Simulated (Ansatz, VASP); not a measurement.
## Two plane-wave programs on MgCd2Se3

```
Mg Cd Se
1.0
     4.33835    0.00000    0.00000
    -2.16918    3.75712    0.00000
     0.00000    0.00000   10.59602
Mg Cd Se
1 2 3
Direct
  0.33333 0.66667 0.66899
  0.00000 0.00000 0.99552
  0.66667 0.33333 0.33606
  0.00000 0.00000 0.74224
  0.33333 0.66667 0.42380
  0.66667 0.33333 0.08338
```

Alike in both runs: functional PBE; k mesh 6 × 6 × 4; occupations gaussian, width 0.02 eV; no spin polarisation.

Ansatz relaxed the structure, and its values are those at the end. VASP's run is a single point on that final structure, the one shown.

|  | VASP | Ansatz |
| --- | --- | --- |
| version | VASP 6.6.1 | Ansatz 0.2.0 |
| potentials or method | VASP PAW PBE potentials, release 64 (Mg, Cd, Se), cutoff 520 eV | scalar-relativistic, plane waves, PAW |
| valence electrons in the cell | 44 | 98 |

VASP gave:

```
gap on the k mesh at the Fermi level (eV) : 0.96
least direct gap on the mesh (eV)         : 0.96
pressure (GPa)                            : 0.2
rms of the force components (eV/Å)        : 0.010
```

Which values does Ansatz return?

gap on the k mesh at the Fermi level (eV): 0.96; least direct gap on the mesh (eV): 0.96; pressure (GPa): 0.0; rms of the force components (eV/Å): 0.000.

VASP's potentials hold 44 valence electrons a cell and Ansatz's 98, so a difference there can come from the potentials and not from the codes.
